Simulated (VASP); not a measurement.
Crystal: CsSnBr3.

```
Cs Sn Br
1.0
     5.84109    0.00000    0.00000
     0.00000    5.84109    0.00000
     0.00000    0.00000    5.84109
Cs Sn Br
1 1 3
Direct
  0.00000 0.00000 0.00000
  0.50000 0.50000 0.50000
  0.50000 0.00000 0.50000
  0.50000 0.50000 0.00000
  0.00000 0.50000 0.50000
```

Base run:

```yaml
Program: VASP 6.6.1
Functional: HSE06
Potentials_or_basis: VASP PAW PBE potentials, release 64 (Cs_sv, Sn_d, Br)
Cutoff: 400 eV
k_mesh: 3 × 3 × 3
Occupations: gaussian, width 0.01 eV
Spin: no spin polarisation
```

Its results: band gap on the k mesh 3.83 eV; pressure -0.3 GPa.

Q: The run is repeated on the same cell with these changes: k mesh from 3 × 3 × 3 to 2 × 2 × 2. What comes out?

A: Band gap on the k mesh 1.08 eV; pressure 1.7 GPa.

Caveats: some runs use coarse meshes; the PAW data sets were made with another functional, which shifts forces and pressure a little; spin-orbit coupling is left out, which moves the levels of the heavy elements; an odd mesh through Γ misses points on the zone boundary, where band edges can lie (at least some runs).
